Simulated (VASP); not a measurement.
# C in VASP: a series of runs

The runs below take C through single point, relaxation of cell and atoms, with PBEsol.

Program: VASP 6.6.1. These are calculated values, not measurements. Logs are shortened: lines on timing, memory, paths and dates and some standing lists are left out, and cuts for length are marked.

### 1 The cell of the first run

It takes space group I4_1/amd (No. 141, tetragonal). Conventional cell: a = 2.563 Å, b = 2.563 Å, c = 3.536 Å, α = 90.00°, β = 90.00°, γ = 90.00°. C (site symmetry -4m2) has 4 C at 1.56 Å within 2.1 Å.

### 2 Single point, PBEsol (film at in-plane strain +0.02)

INCAR reads:

```
SYSTEM = C
PREC = Accurate
ENCUT = 520
EDIFF = 1E-7
ISMEAR = 0
SIGMA = 0.01
LREAL = .FALSE.
LASPH = .TRUE.
NELM = 100
ALGO = Normal
ISIF = 2
LWAVE = .FALSE.
LCHARG = .FALSE.
GGA = PS
NBANDS = 11
```

KPOINTS reads:

```
regular mesh
0
G
  12 12 12
  0 0 0
```

POSCAR reads:

```
C
1.0
    1.8124417993      1.8124417993      0.0000000000
   -1.8124417993      1.8124417993      0.0000000000
    0.0000000000      1.8124417993      1.7677828137
C
2
Direct
    0.5000000000      0.5000000000      0.0000000000
    0.7500000000      0.2500000000      0.5000000000
```

Potentials or basis: VASP PAW PBE potentials, release 64 (C).

On the command line:

```console
cat potpaw_PBE.64/C/POTCAR > POTCAR
mpirun -np 1 vasp_std > vasp.out
```

OUTCAR:

```text
SYSTEM = C
   PREC = Accurate
   ENCUT = 520
   EDIFF = 1E-7
   ISMEAR = 0
   LREAL = .FALSE.
   LASPH = .TRUE.
   NELM = 100
   ISIF = 2
   GGA = PS

 ion  position               nearest neighbor table
   1  0.500  0.500  0.000-   2 1.56   2 1.56   2 1.56   2 1.56
   2  0.750  0.250  0.500-   1 1.56   1 1.56   1 1.56   1 1.56

  LATTYP: Found a body centered tetragonal cell.
 ALAT       =     2.5631797736
 C/A-ratio  =     1.3793670127

  Lattice vectors:

 A1 = (   1.8124417993,   0.0000000000,  -1.7677828137)
 A2 = (  -1.8124417993,   0.0000000000,  -1.7677828137)
 A3 = (   0.0000000000,   1.8124417993,   1.7677828137)

Analysis of symmetry for initial positions (statically):
=====================================================================
 Subroutine PRICEL returns:
 Original cell was already a primitive cell.

 Routine SETGRP: Setting up the symmetry group for a
 body centered tetragonal supercell.

 Subroutine GETGRP returns: Found 16 space group operations
 (whereof  8 operations were pure point group operations)
 out of a pool of 16 trial point group operations.

The static configuration has the point symmetry D_2d.
 The point group associated with its full space group is D_4h.

Analysis of symmetry for dynamics (positions and initial velocities):
=====================================================================
 Subroutine PRICEL returns:
 Original cell was already a primitive cell.

 Routine SETGRP: Setting up the symmetry group for a
 body centered tetragonal supercell.

 Subroutine GETGRP returns: Found 16 space group operations
 (whereof  8 operations were pure point group operations)
 out of a pool of 16 trial point group operations.

The dynamic configuration has the point symmetry D_2d.
 The point group associated with its full space group is D_4h.

 Subroutine INISYM returns: Found 16 space group operations
 (whereof  8 operations are pure point group operations),
 and found     1 'primitive' translations

----------------------------------------------------------------------------------------

                                     Primitive cell

  volume of cell :      11.6141

  direct lattice vectors                    reciprocal lattice vectors
     1.812441799  1.812441799  0.000000000     0.275870927  0.275870927 -0.282840175
    -1.812441799  1.812441799  0.000000000    -0.275870927  0.275870927 -0.282840175
     0.000000000  1.812441799  1.767782814     0.000000000  0.000000000  0.565680350

  length of vectors
     2.563179774  2.563179774  2.531798047     0.481879758  0.481879758  0.565680350

  position of ions in fractional coordinates (direct lattice)
     0.500000000  0.500000000  0.000000000
     0.750000000  0.250000000  0.500000000

  ion indices of the primitive-cell ions
   primitive index   ion index
                 1           1
                 2           2

----------------------------------------------------------------------------------------

 KPOINTS: regular mesh

Automatic generation of k-mesh.
 Grid dimensions read from file:
 generate k-points for:   12   12   12

 Generating k-lattice:

  Cartesian coordinates                     Fractional coordinates (reciprocal lattice)
     0.022989244  0.022989244 -0.023570015     0.083333333  0.000000000  0.000000000
    -0.022989244  0.022989244 -0.023570015     0.000000000  0.083333333  0.000000000
     0.000000000  0.000000000  0.047140029     0.000000000  0.000000000  0.083333333

  Length of vectors
     0.040156647  0.040156647  0.047140029

  Shift w.r.t. Gamma in fractional coordinates (k-lattice)
     0.000000000  0.000000000  0.000000000

 Subroutine IBZKPT returns following result:
 ===========================================

 Found    163 irreducible k-points:

 Following reciprocal coordinates:
            Coordinates               Weight
  0.000000  0.000000  0.000000      1.000000
  0.083333  0.000000  0.000000      8.000000
  0.166667  0.000000  0.000000      8.000000
  0.250000  0.000000  0.000000      8.000000
  0.333333  0.000000  0.000000      8.000000
  0.416667  0.000000  0.000000      8.000000
[... 16 lines left out ...]
  0.500000  0.166667  0.000000     16.000000
 -0.416667  0.166667  0.000000     16.000000
 [... further k-points ...]
   k-points           NKPTS =    163   k-points in BZ     NKDIM =    163   number of bands    NBANDS=     11
   number of dos      NEDOS =    301   number of ions     NIONS =      2
   total plane-waves  NPLWV =   8000
   dimension x,y,z NGX =    20 NGY =   20 NGZ =   20
   dimension x,y,z NGXF=    40 NGYF=   40 NGZF=   40
   ions per type =               2
   NGX,Y,Z   is equivalent  to a cutoff of  12.97, 12.97, 13.13 a.u.
   NGXF,Y,Z  is equivalent  to a cutoff of  25.94, 25.94, 26.27 a.u.
 SYSTEM =  C
   PREC   = accura    normal or accurate (medium, high low for compatibility)
   ISTART =      0    job   : 0-new  1-cont  2-samecut
   ICHARG =      2    charge: 1-file 2-atom 10-const
   ISPIN  =      1    spin polarized calculation?
   LNONCOLLINEAR =      F non collinear calculations
   LSORBIT =      F    spin-orbit coupling
   LASPH  =      T    aspherical Exc in radial PAW
   ENCUT  =  520.0 eV  38.22 Ry    6.18 a.u.   4.77  4.77  4.71*2*pi/ulx,y,z
   NELM   =    100;   NELMIN=  2; NELMDL= -5     # of ELM steps
   EDIFF  = 0.1E-06   stopping-criterion for ELM
   LREAL  =      F    real-space projection
   EDIFFG = 0.1E-05   stopping-criterion for IOM
   NSW    =      0    number of steps for IOM
   IBRION =     -1    ionic relax: 0-MD 1-quasi-New 2-CG
   NFREE  =      0    steps in history (QN), initial steepest desc. (CG)
   ISIF   =      2    stress and relaxation
   ISYM   =      2    0-nonsym 1-usesym 2-fastsym
   POTIM  = 0.5000    time-step for ionic-motion
   TEBEG  =    0.0;   TEEND  =   0.0 temperature during run
   PSTRESS=    0.0 pullay stress
   NELECT =       8.0000    total number of electrons
   NUPDOWN=      -1.0000    fix difference up-down
   EMIN   =  10.00;   EMAX   =-10.00  energy-range for DOS
   EFERMI =   0.00;   METHOD = LEGACY
   ISMEAR =     0;   SIGMA  =   0.01  broadening in eV -4-tet -1-fermi 0-gaus
   EFERMI_NEDOS =   21; number of points for ismear=-14 and -15
   IALGO  =     38    algorithm
   IMIX   =      4    mixing-type and parameters
     AMIX     =   0.40;   BMIX     =  1.00
     AMIX_MAG =   1.60;   BMIX_MAG =  1.00
  volume/ion in A,a.u.               =       5.81        39.19
  Fermi-wavevector in a.u.,A,eV,Ry     =   1.445803  2.732172 28.440891  2.090347
  Thomas-Fermi vector in A             =   2.563944
   LORBIT       =      0    0 simple, 1 ext, 2 COOP (PROOUT), +10 PAW based schemes
   GGA     = PS    functional components
   LHFCALC =     F    Hartree Fock is set to
   AEXX    =    0.0000 exact exchange contribution
   IVDW    =     0    specifies the selected vdW correction
   LEPSILON=     F    determine dielectric tensor
   LRPA    =     F    only Hartree local field effects (RPA)
 non-spin polarized calculation
 Gauss-broadening in eV      SIGMA  =   0.01
  energy-cutoff  :      520.00
  volume of cell :       11.61
 maximum number of plane-waves:       323
   NGX =  9   NGY =  9   NGZ =  9

 number of electron       8.0000000 magnetization

 Free energy of the ion-electron system (eV)
  ---------------------------------------------------
  ext. energy  EPLUGINS =         0.00000000
  ---------------------------------------------------
  free energy    TOTEN  =       -19.22115506 eV

  energy without entropy =      -19.22115506  energy(sigma->0) =      -19.22115506

 E-fermi :   9.7363     XC(G=0): -13.3177

 val. band max:        9.6126840059   @ k =   0.0000   0.0000   0.0000
 cond. band min:      12.9780875599   @ k =   0.0000   0.0000   0.3333
 fundamental gap:      3.3654035540
 Fermi energy:         9.7363246852

 k-point     1 :       0.0000    0.0000    0.0000
  band No.  band energies     occupation
      1     -11.8352      2.00000
      2       9.2526      2.00000
      3       9.2526      2.00000
      4       9.6127      2.00000
      5      14.6523      0.00000
      6      14.9534      0.00000
      7      14.9534      0.00000
      8      22.1994      0.00000
      9      28.0358      0.00000
     10      34.9402      0.00000
     11      35.9311      0.00000

 k-point     2 :       0.0833    0.0000    0.0000
  band No.  band energies     occupation
      1     -11.6453      2.00000
      2       8.1419      2.00000
      3       8.9296      2.00000
      4       9.2017      2.00000
      5      15.1025      0.00000
      6      15.3602      0.00000
      7      15.6129      0.00000
      8      22.3724      0.00000
      9      28.3596      0.00000
     10      32.9336      0.00000
     11      33.6775      0.00000

 k-point     3 :       0.1667    0.0000    0.0000
  band No.  band energies     occupation
      1     -11.0781      2.00000
      2       5.6594      2.00000
      3       8.2230      2.00000
      4       8.5158      2.00000
      5      15.9935      0.00000
      6      16.2339      0.00000
      7      16.6759      0.00000
      8      22.8713      0.00000
      9      29.0346      0.00000
     10      31.4762      0.00000
     11      32.0607      0.00000

 k-point     4 :       0.2500    0.0000    0.0000
  band No.  band energies     occupation
      1     -10.1419      2.00000
      2       2.8623      2.00000
      3       7.4883      2.00000
      4       7.8281      2.00000
      5      16.7761      0.00000
      6      17.0198      0.00000
      7      17.4714      0.00000
      8      23.5683      0.00000
      9      29.4511      0.00000
     10      31.2034      0.00000
     11      31.5903      0.00000
[... 239 lines left out ...]
 k-point    22 :       0.4167    0.1667    0.0000
  band No.  band energies     occupation
      1      -5.7159      2.00000
      2      -3.0297      2.00000
      3       3.8374      2.00000
      4       5.9690      2.00000
      5      16.8589      0.00000
      6      19.2700      0.00000
      7      20.2747      0.00000
      8      24.4649      0.00000
      9      28.3870      0.00000
     10      33.1839      0.00000
     11      33.2885      0.00000

 k-point    23 :       0.5000    0.1667    0.0000
  band No.  band energies     occupation
      1      -6.1946      2.00000
      2      -2.4567      2.00000
      3       4.3044      2.00000
      4       5.5979      2.00000
      5      16.4170      0.00000
      6      19.6402      0.00000
      7      20.4330      0.00000
      8      23.4462      0.00000
      9      28.9538      0.00000
     10      32.4954      0.00000
     11      35.5017      0.00000

 k-point    24 :      -0.4167    0.1667    0.0000
  band No.  band energies     occupation
      1      -7.7562      2.00000
      2      -0.2389      2.00000
      3       5.0008      2.00000
      4       5.5190      2.00000
      5      16.0071      0.00000
      6      19.7537      0.00000
      7      20.4949      0.00000
      8      21.8636      0.00000
      9      29.8334      0.00000
     10      31.1093      0.00000
     11      36.2584      0.00000

 [... further k-points ...]
[... 5 lines left out ...]
  --------------------------------------------------------------------------------------
  -------------------------------------------------------------------------------------
  Total       -1.5121138     -1.5121138      0.0667346      0.0000000      0.0000000      0.0000000
  in kB     -208.5969740   -208.5969740      9.2060808      0.0000000      0.0000000      0.0000000
  external PRESSURE =    -135.9959558 kB  Pullay stress =       0.0000000 kB

 VOLUME and BASIS-vectors are now :
 -----------------------------------------------------------------------------
  energy-cutoff  :      520.00
  volume of cell :       11.61
      direct lattice vectors                 reciprocal lattice vectors
     1.812441799  1.812441799  0.000000000     0.275870927  0.275870927 -0.282840175
    -1.812441799  1.812441799  0.000000000    -0.275870927  0.275870927 -0.282840175
     0.000000000  1.812441799  1.767782814     0.000000000  0.000000000  0.565680350

 POSITION                                       TOTAL-FORCE (eV/Angst)
 -----------------------------------------------------------------------------------
      0.00000      1.81244      0.00000        -0.000000      0.000000      0.000000
      0.90622      2.71866      0.88389         0.000000     -0.000000      0.000000
 -----------------------------------------------------------------------------------
    total drift:                                0.000000     -0.000000      0.000000

  FREE ENERGIE OF THE ION-ELECTRON SYSTEM (eV)
  ---------------------------------------------------
  free  energy   TOTEN  =       -19.2211550616 eV

  energy  without entropy=      -19.2211550616  energy(sigma->0) =      -19.22115506
```

Run time: 18 s. Hardware: 1 thread of Intel Xeon Platinum 8259CL at 2.50GHz (Skylake/Cascade Lake), shared host; peak memory 0.13 GiB.

What came out:

| Quantity | Value |
| --- | --- |
| Free energy | -19.2212 eV |
| Pressure | -13.6 GPa |
| Band gap on the k mesh | 3.37 eV, indirect (least direct gap 5.04 eV) |

Stress tensor (GPa, compression positive):
```
-20.86   0.00   0.00
  0.00 -20.86   0.00
  0.00   0.00   0.92
```

Levels at points of the mesh, in eV from the valence-band top:
```
           k point  band 2  band 3  band 4  band 5  band 6  band 7
(0.00, 0.00, 0.00)   -0.36   -0.36    0.00    5.04    5.34    5.34
(0.50, 0.00, 0.00)  -13.44   -3.21   -2.78    7.76    7.94    8.66
(0.50, 0.50, 0.00)  -12.98   -6.31   -6.31    4.51    4.51   16.12
(0.00, 0.00, 0.50)  -12.59   -6.67   -6.67    3.93    3.93   16.27
```

Caveat: the cell differs from its parent crystal (film at in-plane strain +0.02); the PAW data sets were made with another functional, which shifts forces and pressure a little. A k mesh can miss the band edges.

### 3 Relaxation of cell and atoms, PBEsol

This run uses another cell than the first one, of 5.67 Å³/atom, 0.977 times its volume.

INCAR reads:

```
SYSTEM = C
PREC = Accurate ; ENCUT = 600
EDIFF = 1E-6 ; ISMEAR = -1
SIGMA = 0.1 ; LREAL = .False.
LASPH = .True. ; NELM = 60
ALGO = Normal ; ISIF = 3
LWAVE = .False. ; LCHARG = .False.
GGA = PS ; IBRION = 2
NSW = 100 ; EDIFFG = -0.002
```

KPOINTS reads:

```
Automatic mesh
0
Gamma
  16 16 16
  0 0 0
```

POSCAR reads:

```
C
1.0
    1.7833700000      1.7833700000      0.0000000000
   -1.7833700000      1.7833700000      0.0000000000
    0.0000000000      1.7833700000      1.7833700000
C
2
Direct
    0.5000000000      0.5000000000      0.0000000000
    0.7500000000      0.2500000000      0.5000000000
```

Potentials or basis: VASP PAW PBE potentials, release 64 (C).

On the command line:

```console
cat potpaw_PBE.64/C/POTCAR > POTCAR
mpirun -np 1 vasp_std > vasp.out
```

Wall time 22 s (1 thread of Intel Xeon Platinum 8259CL at 2.50GHz (Skylake/Cascade Lake), shared host); peak memory 0.12 GiB.

The run converged. Its results:

```yaml
Free_energy: -19.2548 eV
Relaxed_volume: 5.62 Å³/atom
Relaxed_cell: a = 2.514 Å, b = 2.514 Å, c = 2.514 Å, α = 60.00°, β = 60.00°, γ = 90.00°
Space_group_after_relaxing_to_0.05_Å: Fd-3m (No. 227)
Energy_gained_by_relaxing: 0.8 meV/atom
Ionic_steps: 3
Pressure_after_relaxing: 0.0 GPa
Band_gap_on_the_k_mesh: 4.03 eV, indirect (least direct gap 5.57 eV)
```

The path:
| step | energy change (eV) | largest force (eV/Å) | pressure (GPa) | volume (Å³) |
| --- | --- | --- | --- | --- |
| 1 | 0.0000 | 0.0000 | -4.40 | 11.34 |
| 2 | 0.0010 | 0.0000 | 5.83 | 11.09 |
| 3 | -0.0016 | 0.0000 | -0.01 | 11.23 |

Final structure:
```
CELL_PARAMETERS angstrom
1.77745 1.77745 0.00000
-1.77745 1.77745 0.00000
0.00000 1.77745 1.77745
ATOMIC_POSITIONS crystal
C 0.50000 0.50000 0.00000
C 0.75000 0.25000 0.50000
```

Levels at points of the mesh, in eV from the valence-band top:
| k point | band 2 | band 3 | band 4 | band 5 | band 6 | band 7 |
| --- | --- | --- | --- | --- | --- | --- |
| (0.00, 0.00, 0.00) | 0.00 | 0.00 | 0.00 | 5.57 | 5.57 | 5.57 |
| (0.50, 0.00, 0.00) | -13.58 | -2.84 | -2.84 | 8.43 | 8.43 | 8.97 |
| (0.50, 0.50, 0.00) | -12.85 | -6.40 | -6.40 | 4.62 | 4.62 | 16.93 |

Caveat: the PAW data sets were made with another functional, which shifts forces and pressure a little.

### 4 Single point, PBEsol

This run uses another cell than the first one, of 5.61 Å³/atom, 0.966 times its volume.

INCAR reads:

```
SYSTEM = C
PREC = Accurate ; ENCUT = 520
EDIFF = 1E-7 ; ISMEAR = 0
SIGMA = 0.01 ; LREAL = .False.
LASPH = .True. ; NELM = 100
ALGO = Normal ; ISIF = 2
LWAVE = .False. ; LCHARG = .False.
GGA = PS ; NBANDS = 11
```

KPOINTS reads:

```
regular mesh
0
Gamma
  12 12 12
  0 0 0
```

POSCAR reads:

```
C
1.0
    1.7769037248      1.7769037248      0.0000000000
   -1.7769037248      1.7769037248      0.0000000000
    0.0000000000      1.7769037248      1.7769037248
C
2
Direct
    0.5000000000      0.5000000000      0.0000000000
    0.7500000000      0.2500000000      0.5000000000
```

On the command line:

```console
cat potpaw_PBE.64/C/POTCAR > POTCAR
mpirun -np 1 vasp_std > vasp.out
```

It took 14 s on 1 thread of Intel Xeon 8259CL, shared host; peak memory 0.12 GiB.

The run converged. Its results:

```yaml
Free_energy: -19.2497 eV
Pressure: 1.1 GPa
Band_gap_on_the_k_mesh: 4.06 eV, indirect (least direct gap 5.57 eV)
```

Levels at points of the mesh, in eV from the valence-band top:
```csv
k point,band 1,band 2,band 3,band 4,band 5,band 6,band 7,band 8,band 9
"(0.00, 0.00, 0.00)",-21.67,0.00,0.00,0.00,5.57,5.57,5.57,13.62,19.10
"(0.50, 0.00, 0.00)",-15.77,-13.59,-2.84,-2.84,8.43,8.43,8.99,15.59,21.81
"(0.50, 0.50, 0.00)",-12.85,-12.85,-6.40,-6.40,4.62,4.62,16.95,16.95,23.29
```

Caveat: the PAW data sets were made with another functional, which shifts forces and pressure a little. Expect the measured gap to be larger: semilocal functionals such as PBEsol lack the derivative discontinuity.

(Part 1 of 2 ends here.)
